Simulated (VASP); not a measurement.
# SiO2 (P-3m1) in VASP: single point with r2SCAN+rVV10

Aim: the single point of SiO2 with r2SCAN+rVV10.

All numbers are computed with VASP 6.6.1; they aren't measurements. Logs are shortened: lines on timing, memory, paths and dates and some standing lists are left out, and cuts for length are marked.

## Step 1: The cell of the first run

Symmetry: P-3m1, No. 164, trigonal system. The conventional cell has a = 2.670 Å, b = 2.670 Å, c = 4.543 Å, α = 90.00°, β = 90.00°, γ = 120.00°. Si (site symmetry -3m) has 6 O at 1.79 Å within 2.4 Å. Within 2.4 Å of O (site symmetry 3m) lie 3 Si at 1.79 Å and 3 O at 2.37 Å.

## Step 2: Single point, r2SCAN+rVV10

Input file POSCAR:

```
SiO2
1.0
    2.6702804455     -0.0000000026      0.0000000000
   -1.3351402205      2.3125307023      0.0000000000
    0.0000000000      0.0000000000      4.5434558178
Si O
1 2
Direct
    0.0000000000      0.0000000000      0.0000000000
    0.6666666667      0.3333333333      0.8012945657
    0.3333333333      0.6666666667      0.1987054343
```

Input file INCAR.step1:

```
SYSTEM = SiO2
PREC     = Accurate       ! precision mode
ENCUT    = 520            ! plane-wave cutoff, eV
ISMEAR   = -1             ! smearing method
SIGMA    = 0.03           ! smearing width, eV
LREAL    = .FALSE.        ! projectors in reciprocal space
LASPH    = .TRUE.         ! aspherical terms in the spheres
NELM     = 60             ! most SCF steps
NBANDS   = 15             ! bands
GGA      = PE             ! functional
ALGO     = Normal         ! electronic algorithm
EDIFF    = 1E-4           ! SCF threshold, eV
LWAVE    = .TRUE.         ! write WAVECAR
LCHARG   = .FALSE.        ! write CHGCAR
```

Input file INCAR.step2:

```
SYSTEM = SiO2
PREC     = Accurate       ! precision mode
ENCUT    = 520            ! plane-wave cutoff, eV
EDIFF    = 1E-6           ! SCF threshold, eV
ISMEAR   = -1             ! smearing method
SIGMA    = 0.03           ! smearing width, eV
LREAL    = .FALSE.        ! projectors in reciprocal space
LASPH    = .TRUE.         ! aspherical terms in the spheres
NELM     = 60             ! most SCF steps
ALGO     = Normal         ! electronic algorithm
ISIF     = 2              ! what is computed and relaxed
LWAVE    = .FALSE.        ! write WAVECAR
LCHARG   = .FALSE.        ! write CHGCAR
METAGGA  = R2SCAN         ! meta-GGA
LMIXTAU  = .TRUE.       
LUSE_VDW = .TRUE.       
IVDW_NL  = 2            
BPARAM   = 11.95        
CPARAM   = 0.0093       
NBANDS   = 15             ! bands
ISTART   = 1
```

Input file KPOINTS:

```
regular mesh
0
G
  12 12 6
  0 0 0
```

Potentials or basis: VASP PAW PBE potentials, release 64 (Si, O).

Started as:

```
cat potpaw_PBE.64/Si/POTCAR potpaw_PBE.64/O/POTCAR > POTCAR
cp INCAR.step1 INCAR
mpirun -np 1 vasp_std > vasp.out
cp INCAR.step2 INCAR
mpirun -np 1 vasp_std > vasp.out
```

OUTCAR:

```text
SYSTEM = SiO2
   PREC = Accurate
   ENCUT = 520
   EDIFF = 1E-6
   ISMEAR = -1
   LREAL = .FALSE.
   LASPH = .TRUE.
   NELM = 60
   ISIF = 2
   METAGGA = R2SCAN
   IVDW_NL = 2
   BPARAM = 11.95
   ISTART = 1

 ion  position               nearest neighbor table
   1  0.000  0.000  0.000-   2 1.79   3 1.79   3 1.79   2 1.79   2 1.79   3 1.79
   2  0.667  0.333  0.801-   1 1.79   1 1.79   1 1.79
   3  0.333  0.667  0.199-   1 1.79   1 1.79   1 1.79

  LATTYP: Found a hexagonal cell.
 ALAT       =     2.6702804455
 C/A-ratio  =     1.7014901283

  Lattice vectors:

 A1 = (   2.6702804455,  -0.0000000026,   0.0000000000)
 A2 = (  -1.3351402205,   2.3125307023,   0.0000000000)
 A3 = (   0.0000000000,   0.0000000000,   4.5434558178)

Analysis of symmetry for initial positions (statically):
=====================================================================
 Subroutine PRICEL returns:
 Original cell was already a primitive cell.

 Routine SETGRP: Setting up the symmetry group for a
 hexagonal supercell.

 Subroutine GETGRP returns: Found 12 space group operations
 (whereof 12 operations were pure point group operations)
 out of a pool of 24 trial point group operations.

The static configuration has the point symmetry D_3d.

Analysis of symmetry for dynamics (positions and initial velocities):
=====================================================================
 Subroutine PRICEL returns:
 Original cell was already a primitive cell.

 Routine SETGRP: Setting up the symmetry group for a
 hexagonal supercell.

 Subroutine GETGRP returns: Found 12 space group operations
 (whereof 12 operations were pure point group operations)
 out of a pool of 24 trial point group operations.

The dynamic configuration has the point symmetry D_3d.

 Subroutine INISYM returns: Found 12 space group operations
 (whereof 12 operations are pure point group operations),
 and found     1 'primitive' translations

----------------------------------------------------------------------------------------

                                     Primitive cell

  volume of cell :      28.0563

  direct lattice vectors                    reciprocal lattice vectors
     2.670280445 -0.000000003  0.000000000     0.374492500  0.216213345  0.000000000
    -1.335140221  2.312530702  0.000000000     0.000000000  0.432426691  0.000000000
     0.000000000  0.000000000  4.543455818     0.000000000  0.000000000  0.220096781

  length of vectors
[... 90 lines left out ...]
   ISIF   =      2    stress and relaxation
   ISYM   =      2    0-nonsym 1-usesym 2-fastsym
   POTIM  = 0.5000    time-step for ionic-motion
   TEBEG  =    0.0;   TEEND  =   0.0 temperature during run
   PSTRESS=    0.0 pullay stress
   NELECT =      16.0000    total number of electrons
   NUPDOWN=      -1.0000    fix difference up-down
   EMIN   =  10.00;   EMAX   =-10.00  energy-range for DOS
   EFERMI =   0.00;   METHOD = LEGACY
   ISMEAR =    -1;   SIGMA  =   0.03  broadening in eV -4-tet -1-fermi 0-gaus
   EFERMI_NEDOS =   21; number of points for ismear=-14 and -15
   IALGO  =     38    algorithm
   IMIX   =      4    mixing-type and parameters
     AMIX     =   0.40;   BMIX     =  1.00
     AMIX_MAG =   1.60;   BMIX_MAG =  1.00
  volume/ion in A,a.u.               =       9.35        63.11
  Fermi-wavevector in a.u.,A,eV,Ry     =   1.357598  2.565489 25.076530  1.843073
  Thomas-Fermi vector in A             =   2.484503
   LORBIT       =      0    0 simple, 1 ext, 2 COOP (PROOUT), +10 PAW based schemes
   METAGGA = R2SCAN    functional components
   LHFCALC =     F    Hartree Fock is set to
   AEXX    =    0.0000 exact exchange contribution
   IVDW_NL    =     2    kernel type
   BPARAM     =11.9500
   IVDW    =     0    specifies the selected vdW correction
   LEPSILON=     F    determine dielectric tensor
   LRPA    =     F    only Hartree local field effects (RPA)
 non-spin polarized calculation
  energy-cutoff  :      520.00
  volume of cell :       28.06
 maximum number of plane-waves:       774
   NGX =  9   NGY =  9   NGZ = 17

 number of electron      15.9999997 magnetization

 Free energy of the ion-electron system (eV)
  ---------------------------------------------------
  ext. energy  EPLUGINS =         0.00000000
  ---------------------------------------------------
  free energy    TOTEN  =       -28.36889038 eV

  energy without entropy =      -28.36889038  energy(sigma->0) =      -28.36889038

 E-fermi :   4.6648     XC(G=0): -11.5201

 val. band max:        4.0128972506   @ k =   0.1667   0.0000   0.0000
 cond. band min:      11.2151137830   @ k =   0.0000   0.0000   0.0000
 fundamental gap:      7.2022165325
 Fermi energy:         4.6647820485

 k-point     1 :       0.0000    0.0000    0.0000
  band No.  band energies     occupation
      1     -18.7665      2.00000
      2     -14.7027      2.00000
      3      -1.6033      2.00000
      4       1.4917      2.00000
      5       1.4917      2.00000
      6       2.7234      2.00000
      7       2.7234      2.00000
      8       3.7333      2.00000
      9      11.2151      0.00000
     10      13.3053      0.00000
     11      18.5710      0.00000
     12      18.5710      0.00000
     13      18.8119      0.00000
     14      21.8765      0.00000
[... 401 lines left out ...]
      2     -14.5788      2.00000
      3      -1.2315      2.00000
      4      -0.4065      2.00000
      5       0.9001      2.00000
      6       1.2903      2.00000
      7       2.7014      2.00000
      8       3.8488      2.00000
      9      12.9727      0.00000
     10      14.6382      0.00000
     11      16.7486      0.00000
     12      19.1419      0.00000
     13      19.5143      0.00000
     14      20.5009      0.00000
     15      22.8822      0.00000

 [... further k-points ...]
[... 5 lines left out ...]
  --------------------------------------------------------------------------------------
  -------------------------------------------------------------------------------------
  Total        0.2360953      0.2360953     -0.0391158     -0.0000000      0.0000000      0.0000000
  in kB       13.4824024     13.4824024     -2.2337390     -0.0000000      0.0000000      0.0000000
  external PRESSURE =       8.2436886 kB  Pullay stress =       0.0000000 kB

 VOLUME and BASIS-vectors are now :
 -----------------------------------------------------------------------------
  energy-cutoff  :      520.00
  volume of cell :       28.06
      direct lattice vectors                 reciprocal lattice vectors
     2.670280445 -0.000000003  0.000000000     0.374492500  0.216213345  0.000000000
    -1.335140221  2.312530702  0.000000000     0.000000000  0.432426691  0.000000000
     0.000000000  0.000000000  4.543455818     0.000000000  0.000000000  0.220096781

 POSITION                                       TOTAL-FORCE (eV/Angst)
 -----------------------------------------------------------------------------------
      0.00000      0.00000      0.00000         0.000000     -0.000000      0.000000
      1.33514      0.77084      3.64065         0.000000     -0.000000     -0.018863
      0.00000      1.54169      0.90281        -0.000000      0.000000      0.018863
 -----------------------------------------------------------------------------------
    total drift:                               -0.000000      0.000000      0.000000

  FREE ENERGIE OF THE ION-ELECTRON SYSTEM (eV)
  ---------------------------------------------------
  free  energy   TOTEN  =       -28.3688903786 eV

  energy  without entropy=      -28.3688903786  energy(sigma->0) =      -28.36889038
```

OSZICAR.step1:

```text
N       E                     dE             d eps       ncg     rms          rms(c)
DAV:   1     0.517760933652E+02    0.51776E+02   -0.86204E+03  3120   0.985E+02
DAV:   2    -0.223542782756E+02   -0.74130E+02   -0.68795E+02  4142   0.221E+02
DAV:   3    -0.248329397624E+02   -0.24787E+01   -0.24722E+01  3546   0.383E+01
DAV:   4    -0.248464397595E+02   -0.13500E-01   -0.13499E-01  3574   0.328E+00
DAV:   5    -0.248465588255E+02   -0.11907E-03   -0.11906E-03  3434   0.289E-01    0.121E+01
DAV:   6    -0.226856791121E+02    0.21609E+01   -0.43507E+00  3217   0.196E+01    0.553E+00
DAV:   7    -0.226889596403E+02   -0.32805E-02   -0.24974E-01  3364   0.402E+00    0.217E+00
DAV:   8    -0.226922699112E+02   -0.33103E-02   -0.10251E-02  3581   0.119E+00    0.673E-01
DAV:   9    -0.226950514093E+02   -0.27815E-02   -0.47213E-03  3105   0.694E-01    0.199E-01
DAV:  10    -0.226952453000E+02   -0.19389E-03   -0.29627E-04  3357   0.155E-01    0.382E-02
DAV:  11    -0.226952523497E+02   -0.70497E-05   -0.40962E-05  2214   0.728E-02
   1 F= -.22695252E+02 E0= -.22695252E+02  d E =-.552180E-10
```

It used 190 s of CPU time on 1 thread of AMD EPYC 7R13 Processor (Zen 3), with other jobs on the host.

Results:

* Free energy: -28.3689 eV
* Pressure: 0.8 GPa
* Largest force: 0.019 eV/Å
* Band gap on the k mesh: 7.20 eV, indirect (least direct gap 7.48 eV)

Forces on the atoms (eV/Å):
```
Si   0.000  0.000  0.000
O    0.000  0.000 -0.019
O    0.000  0.000  0.019
```

Caveat: the PAW data sets were made with another functional, which shifts forces and pressure a little. r2SCAN opens gaps a little over a GGA but as a rule still falls short of measured ones.
